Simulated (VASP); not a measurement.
Write the native input for VASP 6.6.1 that does the following.

```
Task                   : single point
Functional             : PBEsol
Potentials or basis    : VASP PAW PBE potentials, release 64 (Al, Cu)
Cutoff                 : 520 eV
k mesh                 : 10 × 10 × 14
Occupations            : gaussian, width 0.15 eV
Spin                   : no spin polarisation
Dipole correction      : no
Further INCAR settings : ALGO = Fast; EDIFF = 1e-06; NBANDS = 16
```

The structure of Al2Cu lies in POSCAR:

```
Al2Cu
1.0
    4.1795741489      0.0000000000      0.0000000000
    0.0000000000      4.1795741489      0.0000000000
    0.0000000000      0.0000000000      2.7129911133
Al Cu
2 1
Direct
    0.5049764728      0.0000000000      0.5000000000
   -0.0726456654      0.5000000000      0.5000000000
    0.0287322400      0.0000000000      0.0000000000
```

This cell differs from its parent crystal: mode 4 frozen in at -0.297 Å, strain +e along z and -e/2 along x and y -0.0467.

These files were run (other wordings do the same):

INCAR

```
PREC = Accurate
ENCUT = 520
EDIFF = 1E-6
ISMEAR = 0
SIGMA = 0.15
LREAL = False
LASPH = True
NELM = 80
ALGO = Fast
ISIF = 2
LWAVE = False
LCHARG = False
GGA = PS
NBANDS = 16
```

KPOINTS

```
regular mesh
0
Gamma
  10 10 14
```

Potentials or basis: VASP PAW PBE potentials, release 64 (Al, Cu).

Command:

```bash
$ cat potpaw_PBE.64/Al/POTCAR potpaw_PBE.64/Cu/POTCAR > POTCAR
$ mpirun -np 1 vasp_std > vasp.out
```

It gave:

The pressure is 2.1 GPa. The largest force is 0.620 eV/Å.

Caveat: the cell differs from its parent crystal (mode 4 frozen in at -0.297 Å, strain +e along z and -e/2 along x and y -0.0467); the PAW data sets were made with another functional, which shifts forces and pressure a little.

Wall time 2.3 min on 1 thread of Intel(R) Xeon(R) Platinum 8259CL CPU @ 2.50GHz (Skylake/Cascade Lake), with other jobs on the host, peak memory 0.32 GiB.
